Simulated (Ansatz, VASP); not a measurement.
Two plane-wave programs on PbO

The input INCAR:

```
ALGO = Normal
EDIFF = 1E-6
ENCUT = 520
GGA = CA
ISIF = 2
ISMEAR = 0
LASPH = T
LCHARG = F
LREAL = F
LWAVE = F
NBANDS = 28
NELM = 60
PREC = Accurate
SIGMA = 0.01
```

KPOINTS

```
k-points
0
Gamma
  6 6 6
```

POSCAR

```
PbO
1.0
    3.9804038992      0.0000000000      0.0000000000
    0.0000000000      3.9804038992      0.0000000000
    0.0000000000      0.0000000000      5.0009130541
Pb O
2 2
Direct
    0.0000000000      0.5000000000      0.2366325577
    0.5000000000      0.0000000000      0.7633674423
    0.0000000000      0.0000000000      0.0000000000
    0.5000000000      0.5000000000      0.0000000000
```

Input for Ansatz:

```yaml
crystal:
  lattice:
    - [3.9804038992, 0.0, 0.0]
    - [0.0, 3.9804038992, 0.0]
    - [0.0, 0.0, 5.0009130541]
  atoms:
    - { symbol: Pb, position: [0.0, 0.5, 0.2366325577] }
    - { symbol: Pb, position: [0.5, 0.0, 0.7633674423] }
    - { symbol: O, position: [0.0, 0.0, 0.0] }
    - { symbol: O, position: [0.5, 0.5, 0.0] }
kpoints:
  mp_grid: { grid: [6, 6, 6] }
  band_path:
    path:
      - [0.0, 0.0, 0.0]
      - [0.0, 0.5, 0.0]
      - [0.5, 0.5, 0.0]
      - [0.0, 0.0, 0.5]
      - [0.0, 0.5, 0.5]
      - [0.5, 0.5, 0.5]
      - [-0.078125, -0.072917, 0.0]
    npoints: 1
hamiltonian:
  xc: lda
scf:
  occupations: { method: fixed }
  n_extra_bands: 5
output:
  forces: true
  stress: true
  eigenvalues: true
```

Alike in both runs: task single point; functional LDA; k mesh 6 × 6 × 6; no spin polarisation.

|  | VASP | Ansatz |
| --- | --- | --- |
| version | VASP 6.6.1 | Ansatz 0.2.0 |
| potentials or method | VASP PAW LDA potentials, release 64 (Pb_d, O) | plane waves, PAW |
| plane-wave cutoff (eV) | 520 | 420 |
| occupations | gaussian, width 0.01 eV | fixed |
| valence electrons in the cell | 40 | 40 |

```csv
,VASP,Ansatz,Ansatz less VASP
gap on the k mesh at the Fermi level (eV),1.18,1.20,+0.021
pressure (GPa),-2.0,-2.2,-0.23
"traceless stress, the component that is largest in VASP (GPa)",0.36,0.36,+0.001
rms of the force components (eV/Å),0.074,0.104,+0.0301
```

LDA's correlation is that of Perdew and Zunger in VASP and of Perdew and Wang (1992) in Ansatz. Atom by atom the forces differ by 0.030 eV/Å (rms over components).

Spin-orbit coupling is off throughout.
